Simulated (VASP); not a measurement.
Runs of VASP 6.6.1 on ZnO (l). The structure is that of space group P6_3mc (No. 186), or close to it. The cells are those of the table. 

```tsv
task	cell	k mesh	smearing	gap on the mesh (eV)	pressure (GPa)
relaxation of cell and atoms	relaxed from a = 3.233, b = 3.233, c = 5.237 Å, angles 90.0, 90.0, 120.0°, 4 atoms	9 × 9 × 6	gaussian 0.02 eV	0.80	0.0
single point	a = 3.233, b = 3.233, c = 5.237 Å, angles 90.0, 90.0, 120.0°, 4 atoms	6 × 6 × 4	gaussian 0.1 eV	(a)	-5.7
single point	a = 3.187, b = 3.187, c = 5.153 Å, angles 90.0, 90.0, 120.0°, 4 atoms	9 × 9 × 6	gaussian 0.02 eV	0.81	0.9
single point	a = 3.187, b = 3.187, c = 5.153 Å, angles 90.0, 90.0, 120.0°, 4 atoms	12 × 12 × 6	gaussian 0.02 eV	0.81	0.9
```

Alike in all rows: level LDA; potentials or basis VASP PAW LDA potentials, release 64 (Zn, O); no spin polarisation; cutoff (eV) 600.

**Question.** Fill in the values left out.

**Answer.** (a) 0.73.

